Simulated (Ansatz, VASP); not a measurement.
## Two plane-wave programs on Be2ZnSe3

```
CELL_PARAMETERS angstrom
-1.88988 1.88988 8.11348
1.88988 -1.88988 8.11348
1.88988 1.88988 -8.11348
ATOMIC_POSITIONS crystal
Be 0.82794 0.82794 0.00000
Be 0.17206 0.17206 0.00000
Zn 0.50000 0.50000 0.00000
Se 0.40449 0.90449 0.50000
Se 0.09551 0.59551 0.50000
Se 0.75000 0.25000 0.50000
```

Alike in both runs: task relaxation of cell and atoms; functional PBE; k mesh 8 × 8 × 8; occupations gaussian, width 0.02 eV; no spin polarisation.

|  | VASP | Ansatz |
| --- | --- | --- |
| version | VASP 6.6.1 | Ansatz 0.2.0 |
| potentials or method | VASP PAW PBE potentials, release 64 (Be, Zn, Se), cutoff 600 eV | scalar-relativistic, plane waves, PAW |
| valence electrons in the cell | 34 | 64 |

Ansatz gave:

* gap on the k mesh at the Fermi level, each at its own relaxed structure (eV): 2.65
* relaxed volume (Å³/atom): 19.30
* relaxed cell length with the largest relative difference (Å): 8.556

Problem. Which values does VASP return?

Solution. gap on the k mesh at the Fermi level, each at its own relaxed structure (eV): 2.65; relaxed volume (Å³/atom): 19.35; relaxed cell length with the largest relative difference (Å): 8.553.

VASP's potentials hold 34 valence electrons a cell and Ansatz's 64, so a difference there can come from the potentials and not from the codes.
